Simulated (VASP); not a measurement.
Write the native input for VASP 6.6.1 that does the following.

```
Task                   : single point
Functional             : RPBE
Dispersion             : D4
Potentials or basis    : VASP PAW PBE potentials, release 64 (In_d, P)
Cutoff                 : 520 eV
k mesh                 : 8 × 8 × 8
Occupations            : fermi-dirac, width 0.05 eV
Spin                   : no spin polarisation
Dipole correction      : no
Further INCAR settings : ALGO = Normal; EDIFF = 1e-06; NBANDS = 16
```

The structure of InP lies in POSCAR:

```
InP
1.0
    0.0000000000      2.9108316221      2.9108316221
    2.9108316221      0.0000000000      2.9108316221
    2.9108316221      2.9108316221      0.0000000000
In P
1 1
Direct
    0.0000000000      0.0000000000      0.0000000000
    0.7500000000      0.7500000000      0.7500000000
```

The input as run:

INCAR

```
PREC = Accurate
ENCUT = 520
EDIFF = 1E-6
ISMEAR = -1
SIGMA = 0.05
LREAL = False
LASPH = True
NELM = 60
ALGO = Normal
ISIF = 2
LWAVE = False
LCHARG = True
GGA = RP
IVDW = 13
LELF = True
LVHAR = True
NBANDS = 16
```

KPOINTS

```
Automatic mesh
0
Gamma
  8 8 8
```

Potentials or basis: VASP PAW PBE potentials, release 64 (In_d, P).

Launch:

```bash
$ cat potpaw_PBE.64/In_d/POTCAR potpaw_PBE.64/P/POTCAR > POTCAR
$ mpirun -np 1 vasp_std > vasp.out
```

Results of the run:

| Item | Value |
| --- | --- |
| Pressure | 2.2 GPa |
| Band gap on the k mesh | 0.95 eV, direct |
| Dispersion energy per atom | -0.620 eV |

Caveat: the PAW data sets were made with another functional, which shifts forces and pressure a little; spin-orbit coupling is left out, which moves the levels of the heavy elements.

It took 17 s on 1 thread of Intel(R) Xeon(R) 6975P-C (Granite Rapids) (shared host), peak memory 0.17 GiB.
